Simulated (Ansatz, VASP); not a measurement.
# Two plane-wave programs on Sn

```xyz
2
Lattice="-2.9483 2.9504 1.5888 2.9504 -2.9483 1.5888 2.9461 2.9461 -1.5849" Properties=species:S:1:pos:R:3 pbc="T T T"
Sn    2.9503   -2.9481    1.5888
Sn   -0.0004    2.9486    0.7964
```

Alike in both runs: task single point; functional r2SCAN; k mesh 9 × 9 × 6; occupations fermi-dirac, width 0.1 eV; no spin polarisation.

|  | VASP | Ansatz |
| --- | --- | --- |
| version | VASP 6.6.1 | Ansatz 0.2.0 |
| potentials or method | VASP PAW PBE potentials, release 64 (Sn_d), cutoff 520 eV | plane waves (500 eV) with PAW, scalar-relativistic |
| valence electrons in the cell | 28 | 28 |

```csv
,VASP,Ansatz,Ansatz less VASP
pressure (GPa),0.0,0.0,+0.02
"traceless stress, the component that is largest in VASP (GPa)",0.64,0.64,0.000
```

VASP's potentials were made for PBE, not for r2SCAN.
